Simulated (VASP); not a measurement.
# CuI (Marshite) (F-43m) in VASP: further runs

Runs on CuI (Marshite). Level: PBEsol. Tasks: single point.

All numbers are computed with VASP 6.6.1; they aren't measurements. Logs are shortened: lines on timing, memory, paths and dates and some standing lists are left out, and cuts for length are marked.

**1. The cell of the first run**

It takes space group F-43m (No. 216, cubic). Conventional cell: a = 6.063 Å, b = 6.063 Å, c = 6.063 Å, α = 90.00°, β = 90.00°, γ = 90.00°. Within 3.5 Å of Cu (site symmetry -43m) lie 4 I at 2.63 Å. Within 3.5 Å of I (site symmetry -43m) lie 4 Cu at 2.63 Å.

**2. Single point, PBEsol**

INCAR reads:

```
SYSTEM = CuI
PREC = Accurate
ENCUT = 520
EDIFF = 1E-7
ISMEAR = 0
SIGMA = 0.01
LREAL = .False.
LASPH = .True.
NELM = 80
ALGO = Normal
ISIF = 2
LWAVE = .False.
LCHARG = .False.
GGA = PS
NBANDS = 16
```

KPOINTS reads:

```
regular mesh
0
Gamma
  6 6 6
  0 0 0
```

POSCAR reads:

```
CuI
1.0
    0.0000000000      3.0315000000      3.0315000000
    3.0315000000      0.0000000000      3.0315000000
    3.0315000000      3.0315000000      0.0000000000
Cu I
1 1
Direct
    0.2500000000      0.2500000000      0.2500000000
    0.0000000000      0.0000000000      0.0000000000
```

Potentials or basis: VASP PAW PBE potentials, release 64 (Cu, I).

Launch:

```
$ cat potpaw_PBE.64/Cu/POTCAR potpaw_PBE.64/I/POTCAR > POTCAR
$ mpirun -np 1 vasp_std > vasp.out
```

OUTCAR:

```text
SYSTEM = CuI
   PREC = Accurate
   ENCUT = 520
   EDIFF = 1E-7
   ISMEAR = 0
   LREAL = .False.
   LASPH = .True.
   NELM = 80
   ISIF = 2
   GGA = PS

 ion  position               nearest neighbor table
   1  0.250  0.250  0.250-   2 2.63   2 2.63   2 2.63   2 2.63
   2  0.000  0.000  0.000-   1 2.63   1 2.63   1 2.63   1 2.63

  LATTYP: Found a face centered cubic cell.
 ALAT       =     6.0630000000

  Lattice vectors:

 A1 = (   0.0000000000,   3.0315000000,   3.0315000000)
 A2 = (   3.0315000000,   0.0000000000,   3.0315000000)
 A3 = (   3.0315000000,   3.0315000000,   0.0000000000)

Analysis of symmetry for initial positions (statically):
=====================================================================
 Subroutine PRICEL returns:
 Original cell was already a primitive cell.

 Routine SETGRP: Setting up the symmetry group for a
 face centered cubic supercell.

 Subroutine GETGRP returns: Found 24 space group operations
 (whereof 24 operations were pure point group operations)
 out of a pool of 48 trial point group operations.

The static configuration has the point symmetry T_d .

Analysis of symmetry for dynamics (positions and initial velocities):
=====================================================================
 Subroutine PRICEL returns:
 Original cell was already a primitive cell.

 Routine SETGRP: Setting up the symmetry group for a
 face centered cubic supercell.

 Subroutine GETGRP returns: Found 24 space group operations
 (whereof 24 operations were pure point group operations)
 out of a pool of 48 trial point group operations.

The dynamic configuration has the point symmetry T_d .

 Subroutine INISYM returns: Found 24 space group operations
 (whereof 24 operations are pure point group operations),
 and found     1 'primitive' translations

----------------------------------------------------------------------------------------

                                     Primitive cell

  volume of cell :      55.7189

  direct lattice vectors                    reciprocal lattice vectors
     0.000000000  3.031500000  3.031500000    -0.164934851  0.164934851  0.164934851
     3.031500000  0.000000000  3.031500000     0.164934851 -0.164934851  0.164934851
     3.031500000  3.031500000  0.000000000     0.164934851  0.164934851 -0.164934851

  length of vectors
     4.287188414  4.287188414  4.287188414     0.285675541  0.285675541  0.285675541

  position of ions in fractional coordinates (direct lattice)
     0.250000000  0.250000000  0.250000000
     0.000000000  0.000000000  0.000000000

  ion indices of the primitive-cell ions
   primitive index   ion index
                 1           1
                 2           2

----------------------------------------------------------------------------------------

 KPOINTS: regular mesh

Automatic generation of k-mesh.
 Grid dimensions read from file:
 generate k-points for:    6    6    6

 Generating k-lattice:

  Cartesian coordinates                     Fractional coordinates (reciprocal lattice)
    -0.027489142  0.027489142  0.027489142     0.166666667  0.000000000  0.000000000
     0.027489142 -0.027489142  0.027489142     0.000000000  0.166666667  0.000000000
     0.027489142  0.027489142 -0.027489142     0.000000000  0.000000000  0.166666667

  Length of vectors
     0.047612590  0.047612590  0.047612590

  Shift w.r.t. Gamma in fractional coordinates (k-lattice)
     0.000000000  0.000000000  0.000000000

 Subroutine IBZKPT returns following result:
 ===========================================

 Found     16 irreducible k-points:

 Following reciprocal coordinates:
            Coordinates               Weight
  0.000000  0.000000  0.000000      1.000000
  0.166667  0.000000  0.000000      8.000000
  0.333333  0.000000  0.000000      8.000000
  0.500000  0.000000  0.000000      4.000000
  0.166667  0.166667  0.000000      6.000000
  0.333333  0.166667  0.000000     24.000000
[... 8 lines left out ...]
 -0.333333  0.333333  0.166667     24.000000
 -0.333333  0.500000  0.166667     12.000000
   k-points           NKPTS =     16   k-points in BZ     NKDIM =     16   number of bands    NBANDS=     16
   number of dos      NEDOS =    301   number of ions     NIONS =      2
   total plane-waves  NPLWV =  32768
   dimension x,y,z NGX =    32 NGY =   32 NGZ =   32
   dimension x,y,z NGXF=    64 NGYF=   64 NGZF=   64
   ions per type =               1   1
   NGX,Y,Z   is equivalent  to a cutoff of  12.41, 12.41, 12.41 a.u.
   NGXF,Y,Z  is equivalent  to a cutoff of  24.82, 24.82, 24.82 a.u.
 SYSTEM =  CuI
   PREC   = accura    normal or accurate (medium, high low for compatibility)
   ISTART =      0    job   : 0-new  1-cont  2-samecut
   ICHARG =      2    charge: 1-file 2-atom 10-const
   ISPIN  =      1    spin polarized calculation?
   LNONCOLLINEAR =      F non collinear calculations
   LSORBIT =      F    spin-orbit coupling
   LASPH  =      T    aspherical Exc in radial PAW
   ENCUT  =  520.0 eV  38.22 Ry    6.18 a.u.   7.97  7.97  7.97*2*pi/ulx,y,z
   NELM   =     80;   NELMIN=  2; NELMDL= -5     # of ELM steps
   EDIFF  = 0.1E-06   stopping-criterion for ELM
   LREAL  =      F    real-space projection
   EDIFFG = 0.1E-05   stopping-criterion for IOM
   NSW    =      0    number of steps for IOM
   IBRION =     -1    ionic relax: 0-MD 1-quasi-New 2-CG
   NFREE  =      0    steps in history (QN), initial steepest desc. (CG)
   ISIF   =      2    stress and relaxation
   ISYM   =      2    0-nonsym 1-usesym 2-fastsym
   POTIM  = 0.5000    time-step for ionic-motion
   TEBEG  =    0.0;   TEEND  =   0.0 temperature during run
   PSTRESS=    0.0 pullay stress
   NELECT =      18.0000    total number of electrons
   NUPDOWN=      -1.0000    fix difference up-down
   EMIN   =  10.00;   EMAX   =-10.00  energy-range for DOS
   EFERMI =   0.00;   METHOD = LEGACY
   ISMEAR =     0;   SIGMA  =   0.01  broadening in eV -4-tet -1-fermi 0-gaus
   EFERMI_NEDOS =   21; number of points for ismear=-14 and -15
   IALGO  =     38    algorithm
   IMIX   =      4    mixing-type and parameters
     AMIX     =   0.40;   BMIX     =  1.00
     AMIX_MAG =   1.60;   BMIX_MAG =  1.00
  volume/ion in A,a.u.               =      27.86       188.00
  Fermi-wavevector in a.u.,A,eV,Ry     =   1.123306  2.122741 17.168055  1.261816
  Thomas-Fermi vector in A             =   2.259971
   LORBIT       =      0    0 simple, 1 ext, 2 COOP (PROOUT), +10 PAW based schemes
   GGA     = PS    functional components
   LHFCALC =     F    Hartree Fock is set to
   AEXX    =    0.0000 exact exchange contribution
   IVDW    =     0    specifies the selected vdW correction
   LEPSILON=     F    determine dielectric tensor
   LRPA    =     F    only Hartree local field effects (RPA)
 non-spin polarized calculation
 Gauss-broadening in eV      SIGMA  =   0.01
  energy-cutoff  :      520.00
  volume of cell :       55.72
 maximum number of plane-waves:      1524
   NGX = 15   NGY = 15   NGZ = 15

 number of electron      18.0000014 magnetization

 Free energy of the ion-electron system (eV)
  ---------------------------------------------------
  ext. energy  EPLUGINS =         0.00000000
  ---------------------------------------------------
  free energy    TOTEN  =        -6.29197848 eV

  energy without entropy =       -6.29197848  energy(sigma->0) =       -6.29197848

 E-fermi :   4.3817     XC(G=0):  -9.1383

 val. band max:        4.2851181590   @ k =   0.0000   0.0000   0.0000
 cond. band min:       5.3124474340   @ k =   0.0000   0.0000   0.0000
 fundamental gap:      1.0273292750
 Fermi energy:         4.3816720210

 k-point     1 :       0.0000    0.0000    0.0000
  band No.  band energies     occupation
      1      -9.7433      2.00000
      2       0.6401      2.00000
      3       0.6401      2.00000
      4       0.6401      2.00000
      5       2.4116      2.00000
      6       2.4116      2.00000
[... 8 lines left out ...]
     15      13.8579      0.00000
     16      13.8579      0.00000

 k-point     2 :       0.1667    0.0000    0.0000
  band No.  band energies     occupation
      1      -9.6174      2.00000
      2       0.1282      2.00000
      3       0.6497      2.00000
      4       0.6497      2.00000
      5       2.4025      2.00000
      6       2.4025      2.00000
[... 8 lines left out ...]
     15      12.9816      0.00000
     16      13.2962      0.00000

 k-point     3 :       0.3333    0.0000    0.0000
  band No.  band energies     occupation
      1      -9.3411      2.00000
      2      -0.8541      2.00000
      3       0.6618      2.00000
      4       0.6618      2.00000
      5       2.4131      2.00000
      6       2.4131      2.00000
[... 8 lines left out ...]
     15      13.4649      0.00000
     16      13.4649      0.00000

 k-point     4 :       0.5000    0.0000    0.0000
  band No.  band energies     occupation
      1      -9.1876      2.00000
      2      -1.3255      2.00000
      3       0.6638      2.00000
      4       0.6638      2.00000
      5       2.4393      2.00000
      6       2.4393      2.00000
[... 8 lines left out ...]
     15      15.1323      0.00000
     16      15.1323      0.00000

 k-point     5 :       0.1667    0.1667    0.0000
  band No.  band energies     occupation
      1      -9.5754      2.00000
      2       0.0770      2.00000
      3       0.6119      2.00000
      4       0.6119      2.00000
      5       2.3579      2.00000
      6       2.4334      2.00000
[... 8 lines left out ...]
     15      14.1339      0.00000
     16      14.2174      0.00000

 k-point     6 :       0.3333    0.1667    0.0000
  band No.  band energies     occupation
      1      -9.3469      2.00000
      2      -0.6050      2.00000
      3       0.5301      2.00000
      4       0.6045      2.00000
      5       2.3414      2.00000
      6       2.4496      2.00000
[... 8 lines left out ...]
     15      14.3897      0.00000
     16      14.6856      0.00000

 k-point     7 :       0.5000    0.1667    0.0000
  band No.  band energies     occupation
      1      -9.1438      2.00000
      2      -1.1289      2.00000
      3       0.3315      2.00000
      4       0.6326      2.00000
      5       2.3746      2.00000
      6       2.4451      2.00000
[... 8 lines left out ...]
     15      14.8783      0.00000
     16      15.1822      0.00000

 k-point     8 :      -0.3333    0.1667    0.0000
  band No.  band energies     occupation
      1      -9.1954      2.00000
      2      -0.9758      2.00000
      3       0.2661      2.00000
      4       0.6758      2.00000
      5       2.3876      2.00000
      6       2.4152      2.00000
[... 8 lines left out ...]
     15      14.0373      0.00000
     16      15.2871      0.00000

 k-point     9 :      -0.1667    0.1667    0.0000
  band No.  band energies     occupation
      1      -9.4393      2.00000
      2      -0.3594      2.00000
      3       0.4637      2.00000
      4       0.6854      2.00000
      5       2.3673      2.00000
      6       2.4302      2.00000
[... 8 lines left out ...]
     15      13.6742      0.00000
     16      14.7853      0.00000

 k-point    10 :       0.3333    0.3333    0.0000
  band No.  band energies     occupation
      1      -9.2056      2.00000
      2      -0.8768      2.00000
      3       0.5579      2.00000
      4       0.5579      2.00000
      5       2.2869      2.00000
      6       2.4770      2.00000
[... 8 lines left out ...]
     15      14.9078      0.00000
     16      17.3358      0.00000

 k-point    11 :       0.5000    0.3333    0.0000
  band No.  band energies     occupation
      1      -9.0500      2.00000
      2      -1.0926      2.00000
      3       0.2262      2.00000
      4       0.5668      2.00000
      5       2.3230      2.00000
      6       2.4689      2.00000
[... 8 lines left out ...]
     15      15.4370      0.00000
     16      16.4586      0.00000

 k-point    12 :      -0.3333    0.3333    0.0000
  band No.  band energies     occupation
      1      -9.0457      2.00000
      2      -0.8583      2.00000
      3      -0.2859      2.00000
      4       0.6273      2.00000
      5       2.2912      2.00000
      6       2.4102      2.00000
[... 8 lines left out ...]
     15      13.5564      0.00000
     16      17.4594      0.00000

 k-point    13 :       0.5000    0.5000    0.0000
  band No.  band energies     occupation
      1      -8.9994      2.00000
      2      -1.3043      2.00000
      3       0.5322      2.00000
      4       0.5322      2.00000
      5       2.3808      2.00000
      6       2.4664      2.00000
[... 8 lines left out ...]
     15      15.5790      0.00000
     16      16.2759      0.00000

 k-point    14 :       0.5000    0.3333    0.1667
  band No.  band energies     occupation
      1      -9.1505      2.00000
      2      -0.8706      2.00000
      3       0.1542      2.00000
      4       0.5952      2.00000
      5       2.3488      2.00000
      6       2.4283      2.00000
[... 8 lines left out ...]
     15      15.1704      0.00000
     16      16.2976      0.00000

 k-point    15 :      -0.3333    0.3333    0.1667
  band No.  band energies     occupation
      1      -9.0457      2.00000
      2      -0.9200      2.00000
      3      -0.1442      2.00000
      4       0.5543      2.00000
      5       2.3179      2.00000
      6       2.4122      2.00000
[... 8 lines left out ...]
     15      15.3193      0.00000
     16      16.0483      0.00000

 k-point    16 :      -0.3333    0.5000    0.1667
  band No.  band energies     occupation
      1      -8.9966      2.00000
      2      -1.0161      2.00000
      3      -0.0018      2.00000
      4       0.4605      2.00000
      5       2.3633      2.00000
      6       2.3652      2.00000
[... 8 lines left out ...]
     15      15.7994      0.00000
     16      16.2404      0.00000

------------------------ aborting loop because EDIFF is reached ----------------------------------------

  FORCE on cell =-STRESS in cart. coord.  units (eV):
  Direction    XX          YY          ZZ          XY          YZ          ZX
  --------------------------------------------------------------------------------------
  -------------------------------------------------------------------------------------
  Total       -0.8657346     -0.8657346     -0.8657346      0.0000000     -0.0000000      0.0000000
  in kB      -24.8938844    -24.8938844    -24.8938844      0.0000000     -0.0000000      0.0000000
  external PRESSURE =     -24.8938844 kB  Pullay stress =       0.0000000 kB

 VOLUME and BASIS-vectors are now :
 -----------------------------------------------------------------------------
  energy-cutoff  :      520.00
  volume of cell :       55.72
      direct lattice vectors                 reciprocal lattice vectors
     0.000000000  3.031500000  3.031500000    -0.164934851  0.164934851  0.164934851
     3.031500000  0.000000000  3.031500000     0.164934851 -0.164934851  0.164934851
     3.031500000  3.031500000  0.000000000     0.164934851  0.164934851 -0.164934851

 POSITION                                       TOTAL-FORCE (eV/Angst)
 -----------------------------------------------------------------------------------
      1.51575      1.51575      1.51575         0.000000      0.000000      0.000000
      0.00000      0.00000      0.00000        -0.000000     -0.000000     -0.000000
 -----------------------------------------------------------------------------------
    total drift:                                0.000000      0.000000      0.000000

  FREE ENERGIE OF THE ION-ELECTRON SYSTEM (eV)
  ---------------------------------------------------
  free  energy   TOTEN  =        -6.2919784822 eV

  energy  without entropy=       -6.2919784822  energy(sigma->0) =       -6.29197848
```

It took 11 s on 1 thread of Intel Xeon 6975P-C (Granite Rapids), shared host; peak memory 0.18 GiB.

Results:

| Quantity | Value |
| --- | --- |
| Free energy | -6.2920 eV |
| Pressure | -2.5 GPa |
| Band gap on the k mesh | 1.03 eV, direct |

Caveat: the PAW data sets were made with another functional, which shifts forces and pressure a little; spin-orbit coupling is left out, which moves the levels of the heavy elements. Expect the measured gap to be larger: semilocal functionals such as PBEsol lack the derivative discontinuity.

**3. Single point, PBEsol, non-collinear spin, zero start, spin-orbit coupling**

INCAR reads:

```
PREC = Accurate ; ENCUT = 520
EDIFF = 1E-6 ; ISMEAR = 0
SIGMA = 0.01 ; LREAL = F
LASPH = T ; NELM = 150
ALGO = Normal ; ISIF = 2
LWAVE = F ; LCHARG = T
MAGMOM = 0 0 0 0 0 0 ; LORBIT = 11
LSORBIT = T ; GGA_COMPAT = F
LORBMOM = T ; LMAXMIX = 4
GGA = PS ; LVHAR = T
NBANDS = 30
```

KPOINTS reads:

```
Automatic mesh
0
Gamma
  6 6 6
```

POSCAR is that of step 2.

Potentials or basis: VASP PAW PBE potentials, release 64 (Cu, I).

Launch:

```
$ cat potpaw_PBE.64/Cu/POTCAR potpaw_PBE.64/I/POTCAR > POTCAR
$ mpirun -np 1 vasp_ncl > vasp.out
```

Wall time 76 s (1 thread of Intel Xeon 6975P-C (Granite Rapids), shared host); peak memory 0.33 GiB.

Results (log left out):

* Free energy: -6.4236 eV
* Pressure: -2.4 GPa
* Net moment: 0.00 μB per cell
* Valence electrons inside the program's atomic spheres: Cu 9.92; I 4.29

Moments on the atoms (μB; x, y, z):
```
Cu  0.00 0.00 0.00
I   0.00 0.00 0.00
```

Caveat: the PAW data sets were made with another functional, which shifts forces and pressure a little.
